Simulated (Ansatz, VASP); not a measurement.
One calculation of SnS, two programs

```
Sn S
1.0
    11.44550    0.00000    0.00000
     0.00000    4.02328    0.00000
     0.00000    0.00000    4.45420
Sn S
4 4
Direct
  0.12154 0.25000 0.13001
  0.37846 0.75000 0.63001
  0.62154 0.25000 0.36999
  0.87846 0.75000 0.86999
  0.84990 0.25000 0.47744
  0.65010 0.75000 0.97744
  0.34990 0.25000 0.02256
  0.15010 0.75000 0.52256
```

Alike in both runs: task relaxation of cell and atoms; functional LDA; k mesh 4 × 8 × 6; occupations gaussian, width 0.02 eV; no spin polarisation.

|  | VASP | Ansatz |
| --- | --- | --- |
| version | VASP 6.6.1 | Ansatz 0.2.0 |
| potentials or method | VASP PAW LDA potentials, release 64 (Sn_d, S), cutoff 500 eV | scalar-relativistic, plane waves, PAW |
| valence electrons in the cell | 80 | 80 |

```csv
,VASP,Ansatz,Ansatz less VASP
"gap on the k mesh at the Fermi level, each at its own relaxed structure (eV)",0.62,0.65,+0.035
relaxed volume (Å³/atom),22.69,22.70,+0.008
relaxed length of the cell vector where the two differ most in proportion (Å),4.186,4.184,-0.0021
```

LDA's correlation is that of Perdew and Zunger in VASP and of Perdew and Wang (1992) in Ansatz.
